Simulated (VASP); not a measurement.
A run of VASP 6.6.1 is set up as follows.

INCAR

```
SYSTEM = LiCaCdC6N6
ALGO     = Normal         ! electronic algorithm
EDIFF    = 1E-6           ! SCF threshold, eV
ENCUT    = 520            ! plane-wave cutoff, eV
GGA      = PE             ! functional
ISIF     = 2              ! what is computed and relaxed
ISMEAR   = 0              ! smearing method
LASPH    = .True.         ! aspherical terms in the spheres
LCHARG   = .False.        ! write CHGCAR
LREAL    = Auto         
LWAVE    = .False.        ! write WAVECAR
NBANDS   = 52             ! bands
NELM     = 80             ! most SCF steps
PREC     = Accurate       ! precision mode
SIGMA    = 0.1            ! smearing width, eV
```

File KPOINTS:

```
k-points
0
Gamma
  4 4 4
  0 0 0
```

The input POSCAR:

```
LiCaCdC6N6
1.0
    0.0000000000      5.3735000000      5.3735000000
    5.3735000000      0.0000000000      5.3735000000
    5.3735000000      5.3735000000      0.0000000000
Li Ca Cd C N
1 1 1 6 6
Direct
    0.7500000000      0.7500000000      0.7500000000
    0.0000000000      0.0000000000      0.0000000000
    0.5000000000      0.5000000000      0.5000000000
    0.8040383400      0.1959616600      0.1959616600
    0.1959616600      0.1959616600      0.8040383400
    0.8040383400      0.1959616600      0.8040383400
    0.1959616600      0.8040383400      0.8040383400
    0.8040383400      0.8040383400      0.1959616600
    0.1959616600      0.8040383400      0.1959616600
    0.6951707500      0.3048292500      0.3048292500
    0.3048292500      0.3048292500      0.6951707500
    0.6951707500      0.3048292500      0.6951707500
    0.3048292500      0.6951707500      0.6951707500
    0.6951707500      0.6951707500      0.3048292500
    0.3048292500      0.6951707500      0.3048292500
```

Potentials or basis: VASP PAW PBE potentials, release 64 (Li_sv, Ca_sv, Cd, C, N).

Run with:

```console
$ cat potpaw_PBE.64/Li_sv/POTCAR potpaw_PBE.64/Ca_sv/POTCAR potpaw_PBE.64/Cd/POTCAR potpaw_PBE.64/C/POTCAR potpaw_PBE.64/N/POTCAR > POTCAR
$ mpirun -np 1 vasp_std > vasp.out
```

(1) What does it give for the largest force?

Answers

(1) 3.609 eV/Å.

Caveat: forces of over 1 eV/Å act on the atoms, so gaps and moduli don't describe the material at rest.
